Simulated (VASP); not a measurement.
# Pt (P6_3/mmc) in VASP: notebook

Runs on Pt. Level: PBE. Tasks: relaxation of shape and atoms at fixed volume.

Program: VASP 6.6.1. These are calculated values, not measurements. Logs are shortened: lines on timing, memory, paths and dates and some standing lists are left out, and cuts for length are marked.

## Step 1: The cell of the first run

It takes space group P6_3/mmc (No. 194, hexagonal). Conventional cell: a = 2.731 Å, b = 2.731 Å, c = 4.733 Å, α = 90.00°, β = 90.00°, γ = 120.00°. Pt (site symmetry -6m2) has 12 Pt at 2.73 to 2.84 Å within 3.6 Å.

This isn't the form of Pt at room conditions, which is fcc.

## Step 2: Relaxation of shape and atoms at fixed volume, PBE (15.28 Å³/atom)

INCAR reads:

```
SYSTEM = Pt
  PREC = Accurate
  ENCUT = 600
  EDIFF = 1E-6
  ISMEAR = 0
  SIGMA = 0.1
  LREAL = .FALSE.
  LASPH = .TRUE.
  NELM = 80
  ALGO = Fast
  ISIF = 4
  LWAVE = .FALSE.
  LCHARG = .FALSE.
  GGA = PE
  IBRION = 2
  NSW = 50
  EDIFFG = -0.01
```

KPOINTS reads:

```
Automatic mesh
0
G
  18 18 10
  0 0 0
```

POSCAR reads:

```
Pt
1.0
    2.7306736527      0.0000000000      0.0000000000
   -1.3653368263      2.3648327527      0.0000000000
    0.0000000000      0.0000000000      4.7330829586
Pt
2
Direct
    0.6666666667      0.3333333333      0.7500000000
    0.3333333333      0.6666666667      0.2500000000
```

Potentials or basis: VASP PAW PBE potentials, release 64 (Pt).

Started as:

```
cat potpaw_PBE.64/Pt/POTCAR > POTCAR
mpirun -np 1 vasp_std > vasp.out
```

OUTCAR:

```text
SYSTEM = Pt
   PREC = Accurate
   ENCUT = 600
   EDIFF = 1E-6
   ISMEAR = 0
   LREAL = .FALSE.
   LASPH = .TRUE.
   NELM = 80
   ISIF = 4
   GGA = PE
   IBRION = 2
   NSW = 50
   EDIFFG = -0.01

 ion  position               nearest neighbor table
   1  0.667  0.333  0.750-   2 2.84   2 2.84   2 2.84   2 2.84   2 2.84   2 2.84
   2  0.333  0.667  0.250-   1 2.84   1 2.84   1 2.84   1 2.84   1 2.84   1 2.84

  LATTYP: Found a hexagonal cell.
 ALAT       =     2.7306736527
 C/A-ratio  =     1.7333023131

  Lattice vectors:

 A1 = (   2.7306736527,   0.0000000000,   0.0000000000)
 A2 = (  -1.3653368263,   2.3648327527,   0.0000000000)
 A3 = (   0.0000000000,   0.0000000000,   4.7330829586)

Analysis of symmetry for initial positions (statically):
=====================================================================
 Subroutine PRICEL returns:
 Original cell was already a primitive cell.

 Routine SETGRP: Setting up the symmetry group for a
 hexagonal supercell.

 Subroutine GETGRP returns: Found 24 space group operations
 (whereof 12 operations were pure point group operations)
 out of a pool of 24 trial point group operations.

The static configuration has the point symmetry D_3d.
 The point group associated with its full space group is D_6h.

Analysis of symmetry for dynamics (positions and initial velocities):
=====================================================================
 Subroutine PRICEL returns:
 Original cell was already a primitive cell.

 Routine SETGRP: Setting up the symmetry group for a
 hexagonal supercell.

 Subroutine GETGRP returns: Found 24 space group operations
 (whereof 12 operations were pure point group operations)
 out of a pool of 24 trial point group operations.

The dynamic configuration has the point symmetry D_3d.
 The point group associated with its full space group is D_6h.

 Subroutine INISYM returns: Found 24 space group operations
 (whereof 12 operations are pure point group operations),
 and found     1 'primitive' translations

----------------------------------------------------------------------------------------

                                     Primitive cell

  volume of cell :      30.5643

  direct lattice vectors                    reciprocal lattice vectors
     2.730673653  0.000000000  0.000000000     0.366210001  0.211431442  0.000000000
    -1.365336826  2.364832753  0.000000000     0.000000000  0.422862885  0.000000000
     0.000000000  0.000000000  4.733082959     0.000000000  0.000000000  0.211278781

  length of vectors
     2.730673653  2.730673653  4.733082959     0.422862885  0.422862885  0.211278781

  position of ions in fractional coordinates (direct lattice)
     0.666666667  0.333333333  0.750000000
     0.333333333  0.666666667  0.250000000

  ion indices of the primitive-cell ions
   primitive index   ion index
                 1           1
                 2           2

----------------------------------------------------------------------------------------

 KPOINTS: Automatic mesh

Automatic generation of k-mesh.
 Grid dimensions read from file:
 generate k-points for:   18   18   10

 Generating k-lattice:

  Cartesian coordinates                     Fractional coordinates (reciprocal lattice)
     0.020345000  0.011746191  0.000000000     0.055555556  0.000000000  0.000000000
     0.000000000  0.023492382  0.000000000     0.000000000  0.055555556  0.000000000
     0.000000000  0.000000000  0.021127878     0.000000000  0.000000000  0.100000000

  Length of vectors
     0.023492382  0.023492382  0.021127878

  Shift w.r.t. Gamma in fractional coordinates (k-lattice)
[... 64 lines left out ...]
   NUPDOWN=      -1.0000    fix difference up-down
   EMIN   =  10.00;   EMAX   =-10.00  energy-range for DOS
   EFERMI =   0.00;   METHOD = LEGACY
   ISMEAR =     0;   SIGMA  =   0.10  broadening in eV -4-tet -1-fermi 0-gaus
   EFERMI_NEDOS =   21; number of points for ismear=-14 and -15
   IALGO  =     68    algorithm
   IMIX   =      4    mixing-type and parameters
     AMIX     =   0.40;   BMIX     =  1.00
     AMIX_MAG =   1.60;   BMIX_MAG =  1.00
  volume/ion in A,a.u.               =      15.28       103.13
  Fermi-wavevector in a.u.,A,eV,Ry     =   1.421281  2.685832 27.484321  2.020041
  Thomas-Fermi vector in A             =   2.542108
   LORBIT       =      0    0 simple, 1 ext, 2 COOP (PROOUT), +10 PAW based schemes
   GGA     = PE    functional components
   LHFCALC =     F    Hartree Fock is set to
   AEXX    =    0.0000 exact exchange contribution
   IVDW    =     0    specifies the selected vdW correction
   LEPSILON=     F    determine dielectric tensor
   LRPA    =     F    only Hartree local field effects (RPA)
 conjugate gradient relaxation of ions
 non-spin polarized calculation
 RMM-DIIS sequential band-by-band and
 Gauss-broadening in eV      SIGMA  =   0.10
  energy-cutoff  :      600.00
  volume of cell :       30.56
 maximum number of plane-waves:      1051
 NGX is ok and might be reduce to    24
   NGX = 11   NGY = 11   NGZ = 19

--------------------------------------- Ionic step        1  -------------------------------------------

 number of electron      20.0000001 magnetization

 Free energy of the ion-electron system (eV)
  ---------------------------------------------------
  ext. energy  EPLUGINS =         0.00000000
  ---------------------------------------------------
  free energy    TOTEN  =       -12.06919173 eV

  energy without entropy =      -12.05073461  energy(sigma->0) =      -12.05996317

------------------------ aborting loop because EDIFF is reached ----------------------------------------

  FORCE on cell =-STRESS in cart. coord.  units (eV):
  Direction    XX          YY          ZZ          XY          YZ          ZX
  --------------------------------------------------------------------------------------
  -------------------------------------------------------------------------------------
  Total        1.5389448      1.5389448      1.3011387      0.0000000      0.0000000      0.0000000
  in kB       80.6713421     80.6713421     68.2055684      0.0000000      0.0000000      0.0000000
  external PRESSURE =      76.5160842 kB  Pullay stress =       0.0000000 kB

 VOLUME and BASIS-vectors are now :
 -----------------------------------------------------------------------------
  energy-cutoff  :      600.00
  volume of cell :       30.56
      direct lattice vectors                 reciprocal lattice vectors
     2.730673653  0.000000000  0.000000000     0.366210001  0.211431442  0.000000000
    -1.365336826  2.364832753  0.000000000     0.000000000  0.422862885  0.000000000
     0.000000000  0.000000000  4.733082959     0.000000000  0.000000000  0.211278781

 POSITION                                       TOTAL-FORCE (eV/Angst)
 -----------------------------------------------------------------------------------
      1.36534      0.78828      3.54981        -0.000000      0.000000      0.000000
     -0.00000      1.57656      1.18327         0.000000     -0.000000      0.000000
 -----------------------------------------------------------------------------------
    total drift:                               -0.000000      0.000000     -0.000000

  FREE ENERGIE OF THE ION-ELECTRON SYSTEM (eV)
  ---------------------------------------------------
  free  energy   TOTEN  =       -12.0691917266 eV

  energy  without entropy=      -12.0507346108  energy(sigma->0) =      -12.05996317

--------------------------------------- Ionic step        2  -------------------------------------------

 number of electron      20.0000000 magnetization

 Free energy of the ion-electron system (eV)
  ---------------------------------------------------
  ext. energy  EPLUGINS =         0.00000000
  ---------------------------------------------------
  free energy    TOTEN  =       -12.06962467 eV

  energy without entropy =      -12.05066842  energy(sigma->0) =      -12.06014655

 E-fermi :  10.9835     XC(G=0): -13.4067

 val. band max:       10.9818900735   @ k =   0.2222   0.1667   0.4000
 cond. band min:      10.9855357318   @ k =   0.3889   0.1667   0.1000
 fundamental gap:      0.0036456582
 Fermi energy:        10.9835387399

 k-point     1 :       0.0000    0.0000    0.0000
  band No.  band energies     occupation
      1       0.9405      2.00000
      2       3.6370      2.00000
      3       6.8959      2.00000
      4       7.3875      2.00000
      5       7.3875      2.00000
      6       7.7850      2.00000
      7       7.7850      2.00000
      8       9.0413      2.00000
      9       9.0413      2.00000
     10      10.1795      2.00000
     11      10.7487      1.99910
     12      10.7487      1.99910
     13      15.9780      0.00000
     14      26.0149      0.00000
[... 377 lines left out ...]
      1       4.6239      2.00000
      2       4.7162      2.00000
      3       5.1510      2.00000
      4       7.3733      2.00000
      5       7.5670      2.00000
      6       7.6401      2.00000
      7       7.9801      2.00000
      8      10.5654      2.00000
      9      10.8036      1.98908
     10      11.0774      0.18455
     11      13.0445      0.00000
     12      16.2605      0.00000
     13      18.0893      0.00000
     14      20.2696      0.00000

 [... further k-points ...]

------------------------ aborting loop because EDIFF is reached ----------------------------------------

  FORCE on cell =-STRESS in cart. coord.  units (eV):
  Direction    XX          YY          ZZ          XY          YZ          ZX
  --------------------------------------------------------------------------------------
  -------------------------------------------------------------------------------------
  Total        1.4325843      1.4325843      1.4473403      0.0000000      0.0000000      0.0000000
  in kB       75.0959330     75.0959330     75.8694406      0.0000000      0.0000000      0.0000000
  external PRESSURE =      75.3537689 kB  Pullay stress =       0.0000000 kB

 VOLUME and BASIS-vectors are now :
 -----------------------------------------------------------------------------
  energy-cutoff  :      600.00
  volume of cell :       30.56
      direct lattice vectors                 reciprocal lattice vectors
     2.735904897  0.000000000  0.000000000     0.365509781  0.211027170  0.000000000
    -1.367952448  2.369363143  0.000000000    -0.000000000  0.422054341  0.000000000
     0.000000000  0.000000000  4.715000282     0.000000000 -0.000000000  0.212089065

 POSITION                                       TOTAL-FORCE (eV/Angst)
 -----------------------------------------------------------------------------------
      1.36795      0.78979      3.53625         0.000000      0.000000      0.000000
     -0.00000      1.57958      1.17875        -0.000000     -0.000000      0.000000
 -----------------------------------------------------------------------------------
    total drift:                               -0.000000      0.000000     -0.000000

  FREE ENERGIE OF THE ION-ELECTRON SYSTEM (eV)
  ---------------------------------------------------
  free  energy   TOTEN  =       -12.0696246743 eV

  energy  without entropy=      -12.0506684227  energy(sigma->0) =      -12.06014655

 reached required accuracy - stopping structural energy minimisation
```

Run time: 69 s. Hardware: 1 thread of Intel Xeon Platinum 8559C (Emerald Rapids), shared host; peak memory 0.24 GiB.

Results:

```
Free energy               : -12.0696 eV
Energy gained by relaxing : 0.2 meV/atom
Ionic steps               : 2
Pressure after relaxing   : 7.5 GPa
Band gap on the k mesh    : zero (bands 10 and 11 overlap by 1.34 eV)
```

Stress tensor (GPa, compression positive):
```
7.51 0.00 0.00
0.00 7.51 0.00
0.00 0.00 7.59
```

Step by step:
```
step  energy change (eV)  largest force (eV/Å)  pressure (GPa)  volume (Å³)
   1              0.0000                0.0000            7.65        30.56
   2             -0.0004                0.0000            7.54        30.56
```

Final structure:
```
Pt
1.0
     2.73590    0.00000    0.00000
    -1.36795    2.36936    0.00000
     0.00000    0.00000    4.71500
Pt
2
Direct
  0.66667 0.33333 0.75000
  0.33333 0.66667 0.25000
```

Caveat: spin-orbit coupling is left out, which moves the levels of the heavy elements.

## Step 3: Relaxation of shape and atoms at fixed volume, PBE (16.23 Å³/atom)

This run uses another cell than the first one, of 16.23 Å³/atom.

INCAR reads:

```
SYSTEM = Pt
PREC = Accurate
ENCUT = 600
EDIFF = 1E-6
ISMEAR = 0
SIGMA = 0.1
LREAL = .FALSE.
LASPH = .TRUE.
NELM = 60
ALGO = Fast
ISIF = 4
LWAVE = .FALSE.
LCHARG = .FALSE.
GGA = PE
IBRION = 2
NSW = 50
EDIFFG = -0.01
```

KPOINTS is that of step 2.

POSCAR reads:

```
Pt
1.0
    2.7858536438      0.0000000000      0.0000000000
   -1.3929268219      2.4126200267      0.0000000000
    0.0000000000      0.0000000000      4.8287265648
Pt
2
Direct
    0.6666666667      0.3333333333      0.7500000000
    0.3333333333      0.6666666667      0.2500000000
```

Potentials or basis: VASP PAW PBE potentials, release 64 (Pt).

Started as:

```
cat potpaw_PBE.64/Pt/POTCAR > POTCAR
mpirun -np 1 vasp_std > vasp.out
```

Run time: 72 s. Hardware: 1 thread of Intel Xeon Platinum 8559C (Emerald Rapids), shared host; peak memory 0.24 GiB.

Results (log left out):

- Free energy: -12.0682 eV
- Energy gained by relaxing: 0.1 meV/atom
- Ionic steps: 2
- Pressure after relaxing: -6.9 GPa
- Band gap on the k mesh: zero (bands 10 and 11 overlap by 1.22 eV)

Stress tensor (GPa, compression positive):
```
-6.95  0.00  0.00
 0.00 -6.95  0.00
 0.00  0.00 -6.82
```

Step by step:
| step | energy change (eV) | largest force (eV/Å) | pressure (GPa) | volume (Å³) |
| --- | --- | --- | --- | --- |
| 1 | 0.0000 | 0.0000 | -6.97 | 32.45 |
| 2 | -0.0002 | 0.0000 | -6.91 | 32.45 |

Final structure:
```xyz
2
Lattice="2.7826 0.0000 0.0000 -1.3913 2.4098 0.0000 0.0000 0.0000 4.8401" Properties=species:S:1:pos:R:3 pbc="T T T"
Pt    1.3913    0.8033    3.6301
Pt    0.0000    1.6065    1.2100
```

Levels at points of the mesh, in eV from the Fermi level:
```
           k point  band 6  band 7  band 8  band 9  band 10  band 11  band 12  band 13  band 14
(0.00, 0.00, 0.00)   -2.92   -2.92   -1.69   -1.69    -0.59    -0.20    -0.20     4.49    15.18
(0.50, 0.00, 0.00)   -2.78   -2.43    0.00    0.28     0.47     2.23     3.67     7.14     8.70
(0.00, 0.00, 0.50)   -3.26   -3.26   -3.26   -0.75    -0.75    -0.75    -0.75    11.69    11.69
(0.50, 0.00, 0.50)   -1.70   -0.77   -0.77    0.39     0.39     1.73     1.73     6.28     6.28
```

Caveat: spin-orbit coupling is left out, which moves the levels of the heavy elements.

## Step 4: Relaxation of shape and atoms at fixed volume, PBE (16.70 Å³/atom)

This run uses another cell than the first one, of 16.70 Å³/atom.

Changes to INCAR since step 3:

```diff
@@ -8,3 +8,3 @@
 LASPH = .TRUE.
-NELM = 60
+NELM = 80
 ALGO = Fast
```

KPOINTS reads:

```
regular mesh
0
G
  18 18 10
  0 0 0
```

POSCAR reads:

```
Pt
1.0
    2.8069834071      0.0000000000      0.0000000000
   -1.4034917036      2.4309189386      0.0000000000
    0.0000000000      0.0000000000      4.8948361272
Pt
2
Direct
    0.6666666667      0.3333333333      0.7500000000
    0.3333333333      0.6666666667      0.2500000000
```

Started as:

```
cat potpaw_PBE.64/Pt/POTCAR > POTCAR
mpirun -np 1 vasp_std > vasp.out
```

Run time: 79 s. Hardware: 1 thread of Intel Xeon Platinum 8559C (Emerald Rapids), shared host; peak memory 0.25 GiB.

The run converged. Its results:

```yaml
Free_energy: -12.0116 eV
Energy_gained_by_relaxing: 0.1 meV/atom
Ionic_steps: 3
Pressure_after_relaxing: -12.2 GPa
Band_gap_on_the_k_mesh: zero (bands 10 and 11 overlap by 1.17 eV)
```

The path:
```tsv
step	energy change (eV)	largest force (eV/Å)	pressure (GPa)	volume (Å³)
1	0.0000	0.0000	-12.26	33.40
2	-0.0002	0.0000	-12.21	33.40
3	-0.0002	0.0000	-12.17	33.40
```

Final structure:
```
Pt
1.0
     2.80290    0.00000    0.00000
    -1.40145    2.42738    0.00000
     0.00000    0.00000    4.90911
Pt
2
Direct
  0.66667 0.33333 0.75000
  0.33333 0.66667 0.25000
```

Levels at points of the mesh, in eV from the Fermi level:
| k point | band 6 | band 7 | band 8 | band 9 | band 10 | band 11 | band 12 | band 13 | band 14 |
| --- | --- | --- | --- | --- | --- | --- | --- | --- | --- |
| (0.00, 0.00, 0.00) | -2.80 | -2.80 | -1.57 | -1.57 | -0.50 | -0.19 | -0.19 | 4.24 | 15.25 |
| (0.50, 0.00, 0.00) | -2.66 | -2.27 | -0.02 | 0.30 | 0.47 | 2.20 | 3.60 | 6.99 | 8.54 |
| (0.00, 0.00, 0.50) | -3.10 | -3.10 | -3.10 | -0.70 | -0.70 | -0.70 | -0.70 | 11.34 | 11.34 |
| (0.50, 0.00, 0.50) | -1.59 | -0.71 | -0.71 | 0.39 | 0.39 | 1.75 | 1.75 | 6.10 | 6.10 |

Caveat: spin-orbit coupling is left out, which moves the levels of the heavy elements.

## Step 5: Relaxation of shape and atoms at fixed volume, PBE (17.33 Å³/atom)

This run uses another cell than the first one, of 17.33 Å³/atom.

INCAR reads:

```
PREC     = Accurate       # precision mode
ENCUT    = 600            # plane-wave cutoff, eV
EDIFF    = 1E-6           # SCF threshold, eV
ISMEAR   = 0              # smearing method
SIGMA    = 0.1            # smearing width, eV
LREAL    = F              # projectors in reciprocal space
LASPH    = T              # aspherical terms in the spheres
NELM     = 100            # most SCF steps
ALGO     = Fast           # electronic algorithm
ISIF     = 4              # what is computed and relaxed
LWAVE    = F              # write WAVECAR
LCHARG   = F              # write CHGCAR
GGA      = PE             # functional
IBRION   = 2              # ionic algorithm
NSW      = 50             # ionic steps
EDIFFG   = -0.01          # ionic threshold
```

KPOINTS reads:

```
regular mesh
0
Gamma
  18 18 10
```

POSCAR reads:

```
Pt
1.0
    2.8359961134      0.0000000000      0.0000000000
   -1.4179980567      2.4560446792      0.0000000000
    0.0000000000      0.0000000000      4.9761493313
Pt
2
Direct
    0.6666666667      0.3333333333      0.7500000000
    0.3333333333      0.6666666667      0.2500000000
```

Started as:

```
cat potpaw_PBE.64/Pt/POTCAR > POTCAR
mpirun -np 1 vasp_std > vasp.out
```

Run time: 84 s. Hardware: 1 thread of Intel Xeon Platinum 8559C (Emerald Rapids), shared host; peak memory 0.25 GiB.

Results (log left out):

| Quantity | Value |
| --- | --- |
| Free energy | -11.8933 eV |
| Energy gained by relaxing | 0.3 meV/atom |
| Ionic steps | 3 |
| Pressure after relaxing | -17.7 GPa |
| Band gap on the k mesh | zero (bands 10 and 11 overlap by 1.10 eV) |

Stress tensor (GPa, compression positive):
```
-17.74   0.00   0.00
  0.00 -17.74   0.00
  0.00   0.00 -17.66
```

Step by step:
| step | energy change (eV) | largest force (eV/Å) | pressure (GPa) | volume (Å³) |
| --- | --- | --- | --- | --- |
| 1 | 0.0000 | 0.0000 | -17.86 | 34.66 |
| 2 | -0.0005 | 0.0000 | -17.78 | 34.66 |
| 3 | -0.0006 | 0.0000 | -17.71 | 34.66 |

Final structure:
```yaml
crystal:
  lattice:
    - [2.82840, 0.00000, 0.00000]
    - [-1.41420, 2.44947, 0.00000]
    - [0.00000, 0.00000, 5.00290]
  atoms:
    - { symbol: Pt, position: [0.66667, 0.33333, 0.75000] }
    - { symbol: Pt, position: [0.33333, 0.66667, 0.25000] }
```

Levels at points of the mesh, in eV from the Fermi level:
```csv
k point,band 6,band 7,band 8,band 9,band 10,band 11,band 12,band 13,band 14
"(0.00, 0.00, 0.00)",-2.66,-2.66,-1.41,-1.41,-0.39,-0.17,-0.17,3.91,15.34
"(0.50, 0.00, 0.00)",-2.51,-2.06,-0.05,0.31,0.46,2.16,3.52,6.79,8.34
"(0.00, 0.00, 0.50)",-2.92,-2.92,-2.92,-0.64,-0.64,-0.64,-0.64,10.88,10.88
"(0.50, 0.00, 0.50)",-1.46,-0.64,-0.64,0.40,0.40,1.79,1.79,5.89,5.89
```

Caveat: spin-orbit coupling is left out, which moves the levels of the heavy elements.

## Step 6: Overview

```csv
cell,gap on the mesh (eV),pressure (GPa)
"relaxed from a = 2.731, b = 2.731, c = 4.733 Å, angles 90.0, 90.0, 120.0°, 2 atoms",none,7.5
"relaxed from a = 2.786, b = 2.786, c = 4.829 Å, angles 90.0, 90.0, 120.0°, 2 atoms",none,-6.9
"relaxed from a = 2.807, b = 2.807, c = 4.895 Å, angles 90.0, 90.0, 120.0°, 2 atoms",none,-12.2
"relaxed from a = 2.836, b = 2.836, c = 4.976 Å, angles 90.0, 90.0, 120.0°, 2 atoms",none,-17.7
```

Alike in all rows: task relaxation of shape and atoms at fixed volume; level PBE; potentials or basis VASP PAW PBE potentials, release 64 (Pt); no spin polarisation; k mesh 18 × 18 × 10; cutoff (eV) 600; smearing gaussian 0.1 eV.

Caveats: spin-orbit coupling is left out, which moves the levels of the heavy elements.

Absolute energies hang on the potentials; compare differences alone.
